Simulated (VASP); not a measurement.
Be2As3, 5 atoms in the cell. The structure is trigonal, space group R-3m (No. 166). The conventional cell has a = 3.397 Å, b = 3.397 Å, c = 23.619 Å, α = 90.00°, β = 90.00°, γ = 120.00°. Be (site symmetry 3m) has 6 As at 2.38 to 2.52 Å within 3.1 Å. As (site symmetry -3m) has 6 Be at 2.52 Å within 3.3 Å. As (site symmetry 3m) has 3 Be at 2.38 Å and 3 As at 2.82 Å within 3.1 Å. 

```yaml
Program: VASP 6.6.1
Task: single point
Functional: PBE
Potentials_or_basis: VASP PAW PBE potentials, release 64 (Be, As)
Cutoff: 520 eV
k_mesh: 6 × 6 × 6
Occupations: gaussian, width 0.1 eV
Spin: no spin polarisation
Dipole_correction: no
Further_INCAR_settings: ALGO = Normal; EDIFF = 1e-06; NBANDS = 18
```

Potentials or basis: VASP PAW PBE potentials, release 64 (Be, As).

Run with:

```sh
$ cat potpaw_PBE.64/Be/POTCAR potpaw_PBE.64/As/POTCAR > POTCAR
$ mpirun -np 1 vasp_std > vasp.out
```

Hardware: 1 thread of Intel(R) Xeon(R) 6975P-C (Granite Rapids) (shared host).

Problem. How long does it take, and how much memory?

Solution. Wall time 87 s on 1 thread of Intel(R) Xeon(R) 6975P-C (Granite Rapids), on a shared host, peak memory 0.45 GiB. Counts: scf iterations 13, k points 32.
